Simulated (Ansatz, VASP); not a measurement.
## One calculation of Ta, two programs

```
CELL_PARAMETERS angstrom
2.85517 0.00000 0.00000
-1.42758 2.47265 0.00000
0.00000 0.00000 5.08417
ATOMIC_POSITIONS crystal
Ta 0.66667 0.33333 0.75000
Ta 0.33333 0.66667 0.25000
```

Alike in both runs: functional BLYP; dispersion D3(BJ); k mesh 13 × 13 × 7; occupations fermi-dirac, width 0.1 eV; no spin polarisation.

Ansatz relaxed the structure, and its values are those at the end. VASP's run is a single point on that final structure, the one shown.

|  | VASP | Ansatz |
| --- | --- | --- |
| version | VASP 6.6.1 | Ansatz 0.2.0 |
| potentials or method | VASP PAW PBE potentials, release 64 (Ta_pv), cutoff 500 eV | plane waves, PAW |
| valence electrons in the cell | 22 | 26 |

|  | VASP | Ansatz | Ansatz less VASP |
| --- | --- | --- | --- |
| pressure (GPa) | 1.1 | 0.0 | -1.10 |

VASP's potentials were made for PBE, not for BLYP. VASP's potentials hold 22 valence electrons a cell and Ansatz's 26, so a difference there can come from the potentials and not from the codes.

Neither program's run includes spin-orbit coupling.
